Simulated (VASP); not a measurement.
Wanted: the native input for a VASP 6.6.1 run.

```
Task                   : single point
Functional             : PBE
Potentials or basis    : VASP PAW PBE potentials, release 64 (Al, N)
Cutoff                 : 520 eV
k mesh                 : 6 × 6 × 4
Occupations            : gaussian, width 0.01 eV
Spin                   : no spin polarisation
Dipole correction      : no
Further INCAR settings : ALGO = Normal; EDIFF = 1e-06; NBANDS = 16
```

The structure of AlN lies in POSCAR:

```
AlN
1.0
    3.1066937601      0.0000000000      0.0000000000
   -1.5533468801      2.6904757181      0.0000000000
    0.0000000000      0.0000000000      4.9785915499
Al N
2 2
Direct
    0.3333333333      0.6666666667     -0.0032954728
    0.6666666667      0.3333333333      0.4967045272
    0.3333333333      0.6666666667      0.3782954728
    0.6666666667      0.3333333333      0.8782954728
```

The input as run:

INCAR

```
PREC     = Accurate       # precision mode
ENCUT    = 520            # plane-wave cutoff, eV
EDIFF    = 1E-6           # SCF threshold, eV
ISMEAR   = 0              # smearing method
SIGMA    = 0.01           # smearing width, eV
LREAL    = False          # projectors in reciprocal space
LASPH    = True           # aspherical terms in the spheres
NELM     = 60             # most SCF steps
ALGO     = Normal         # electronic algorithm
ISIF     = 2              # what is computed and relaxed
LWAVE    = False          # write WAVECAR
LCHARG   = False          # write CHGCAR
GGA      = PE             # functional
NBANDS   = 16             # bands
```

KPOINTS

```
Automatic mesh
0
Gamma
  6 6 4
```

Potentials or basis: VASP PAW PBE potentials, release 64 (Al, N).

Run with:

```sh
$ cat potpaw_PBE.64/Al/POTCAR potpaw_PBE.64/N/POTCAR > POTCAR
$ mpirun -np 1 vasp_std > vasp.out
```

Results of the run:

```json
{
 "Pressure": "4.4 GPa",
 "Largest force": "0.010 eV/Å",
 "Band gap on the k mesh": "4.24 eV"
}
```

Caveat: the cell stands under pressure.

Wall time 6.1 s on 1 thread of Intel(R) Xeon(R) Platinum 8559C (Emerald Rapids) (shared host), peak memory 0.15 GiB.
